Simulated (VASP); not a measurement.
# SnSe2 (P-3m1) in VASP: a series of runs, part 2 of 2

VASP 6.6.1. The steps go on from the part before.

## (5) Single point, PBE

Input file INCAR:

```
PREC = Accurate ; ENCUT = 520
EDIFF = 1E-7 ; ISMEAR = 0
SIGMA = 0.01 ; LREAL = False
LASPH = True ; NELM = 80
ALGO = Normal ; ISIF = 2
LWAVE = False ; LCHARG = False
GGA = PE ; NBANDS = 20
```

Input file KPOINTS:

```
Automatic mesh
0
Gamma
  12 12 4
```

Input file POSCAR:

```
SnSe2
1.0
    3.8251493298      0.0000000000      0.0000000000
   -1.9125746649      3.3126764929      0.0000000000
    0.0000000000      0.0000000000      6.2270790644
Sn Se
1 2
Direct
    0.0000000000      0.0000000000      0.0000000000
    0.3333333333      0.6666666667      0.2530782229
    0.6666666667      0.3333333333      0.7469217771
```

Potentials or basis: VASP PAW PBE potentials, release 64 (Sn_d, Se).

Command:

```console
$ cat potpaw_PBE.64/Sn_d/POTCAR potpaw_PBE.64/Se/POTCAR > POTCAR
$ mpirun -np 1 vasp_std > vasp.out
```

OUTCAR:

```text
PREC = Accurate
   ENCUT = 520
   EDIFF = 1E-7
   ISMEAR = 0
   LREAL = False
   LASPH = True
   NELM = 80
   ISIF = 2
   GGA = PE

 ion  position               nearest neighbor table
   1  0.000  0.000  0.000-   2 2.71   3 2.71   3 2.71   2 2.71   3 2.71   2 2.71
   2  0.333  0.667  0.253-   1 2.71   1 2.71   1 2.71
   3  0.667  0.333  0.747-   1 2.71   1 2.71   1 2.71

  LATTYP: Found a hexagonal cell.
 ALAT       =     3.8251493298
 C/A-ratio  =     1.6279309714

  Lattice vectors:

[... 193 lines left out ...]
      5     -17.2375      2.00000
      6      -9.8325      2.00000
[... 541 lines left out ...]
     19      11.9755      0.00000
     20      12.8826      0.00000

 [... further k-points ...]
[... 5 lines left out ...]
  --------------------------------------------------------------------------------------
  -------------------------------------------------------------------------------------
  Total        1.4277388      1.4277388      1.5167966      0.0000000      0.0000000     -0.0000000
  in kB       28.9899560     28.9899560     30.7982569      0.0000000      0.0000000     -0.0000000
  external PRESSURE =      29.5927229 kB  Pullay stress =       0.0000000 kB

 VOLUME and BASIS-vectors are now :
 -----------------------------------------------------------------------------
  energy-cutoff  :      520.00
  volume of cell :       78.91
      direct lattice vectors                 reciprocal lattice vectors
     3.825149330  0.000000000  0.000000000     0.261427702  0.150935354  0.000000000
    -1.912574665  3.312676493  0.000000000     0.000000000  0.301870709  0.000000000
     0.000000000  0.000000000  6.227079064     0.000000000  0.000000000  0.160588936

 POSITION                                       TOTAL-FORCE (eV/Angst)
 -----------------------------------------------------------------------------------
      0.00000      0.00000      0.00000         0.000000      0.000000      0.000000
     -0.00000      2.20845      1.57594        -0.000000      0.000000      0.275359
      1.91257      1.10423      4.65114         0.000000      0.000000     -0.275359
 -----------------------------------------------------------------------------------
    total drift:                               -0.000000     -0.000000      0.000000

  FREE ENERGIE OF THE ION-ELECTRON SYSTEM (eV)
  ---------------------------------------------------
  free  energy   TOTEN  =       -11.8241939621 eV

  energy  without entropy=      -11.8241939621  energy(sigma->0) =      -11.82419396
```

OSZICAR:

```text
N       E                     dE             d eps       ncg     rms          rms(c)
DAV:   1     0.206288185372E+03    0.20629E+03   -0.12153E+04  2816   0.146E+03
DAV:   2     0.116157571293E+02   -0.19467E+03   -0.18713E+03  2972   0.385E+02
DAV:   3    -0.112764032450E+02   -0.22892E+02   -0.22426E+02  3320   0.114E+02
DAV:   4    -0.120663927913E+02   -0.78999E+00   -0.78866E+00  3296   0.224E+01
DAV:   5    -0.120855647456E+02   -0.19172E-01   -0.19170E-01  3812   0.363E+00    0.497E+00
DAV:   6    -0.118404912335E+02    0.24507E+00   -0.51297E-01  4152   0.735E+00    0.320E+00
DAV:   7    -0.118236645921E+02    0.16827E-01   -0.15149E-01  3204   0.242E+00    0.102E+00
DAV:   8    -0.118236595916E+02    0.50004E-05   -0.11809E-02  3468   0.102E+00    0.275E-01
DAV:   9    -0.118241546648E+02   -0.49507E-03   -0.15089E-03  3132   0.294E-01    0.842E-02
DAV:  10    -0.118241632509E+02   -0.85860E-05   -0.11818E-04  3652   0.747E-02    0.334E-02
DAV:  11    -0.118241930408E+02   -0.29790E-04   -0.43541E-05  3024   0.366E-02    0.816E-03
DAV:  12    -0.118241932236E+02   -0.18287E-06   -0.24248E-06  3716   0.112E-02    0.622E-03
DAV:  13    -0.118241937865E+02   -0.56286E-06   -0.22031E-06  3000   0.796E-03    0.273E-03
DAV:  14    -0.118241938934E+02   -0.10694E-06   -0.43222E-08  2556   0.132E-03    0.135E-03
DAV:  15    -0.118241939621E+02   -0.68637E-07   -0.25578E-08  2224   0.116E-03
   1 F= -.11824194E+02 E0= -.11824194E+02  d E =-.261498E-72
```

stdout:

```text
POSCAR found type information on POSCAR SnSe
 POSCAR found :  2 types and       3 ions
 scaLAPACK will be used
 LDA part: xc-table for (Slater+PW92), standard interpolation
 POSCAR, INCAR and KPOINTS ok, starting setup
 FFT: planning ... GRIDC
 FFT: planning ... GRID_SOFT
 FFT: planning ... GRID
 WAVECAR not read
 entering main loop
```

Run time: 88 s. Hardware: 1 thread of AMD EPYC 7R13 (Zen 3), shared host; peak memory 0.22 GiB.

What came out:

* Free energy: -11.8242 eV
* Pressure: 3.0 GPa
* Largest force: 0.275 eV/Å
* Band gap on the k mesh: 0.74 eV, indirect (least direct gap 1.12 eV)

Forces in eV/Å, atoms in the order of the input:
```
Sn   0.000  0.000  0.000
Se   0.000  0.000  0.275
Se   0.000  0.000 -0.275
```

Caveat: spin-orbit coupling is left out, which moves the levels of the heavy elements; this functional lacks dispersion, which binds the layers, so the pressure and a relaxed spacing across them are unreliable. A k mesh can miss the band edges.

## (6) Overview

| level | k mesh | gap on the mesh (eV) | pressure (GPa) | largest force (eV/Å) |
| --- | --- | --- | --- | --- |
| PBE | 6 × 6 × 4 | 0.79 | 3.0 | 0.26 |
| r2SCAN | 6 × 6 × 4 | 1.07 | 1.0 | 0.03 |
| PBE | 12 × 12 × 4 | 0.74 | 3.0 | 0.28 |

Alike in all rows: task single point; potentials or basis VASP PAW PBE potentials, release 64 (Sn_d, Se); no spin polarisation; cell as given; cutoff (eV) 520; smearing gaussian 0.01 eV.

On the cell as given the gap runs from 0.74 eV (PBE) to 1.07 eV (r2SCAN); the meshes differ, which moves gaps too. The pressure there spans 1.0 GPa (r2SCAN) to 3.0 GPa (PBE); a positive pressure means that this level wants a larger cell, a negative one a smaller.

Caveats: spin-orbit coupling is left out, which moves the levels of the heavy elements; this functional lacks dispersion, which binds the layers, so the pressure and a relaxed spacing across them are unreliable (some runs); the PAW data sets were made with another functional, which shifts forces and pressure a little (some runs).

Total energies depend on the potentials used, so only differences within one code and one set of settings carry meaning.
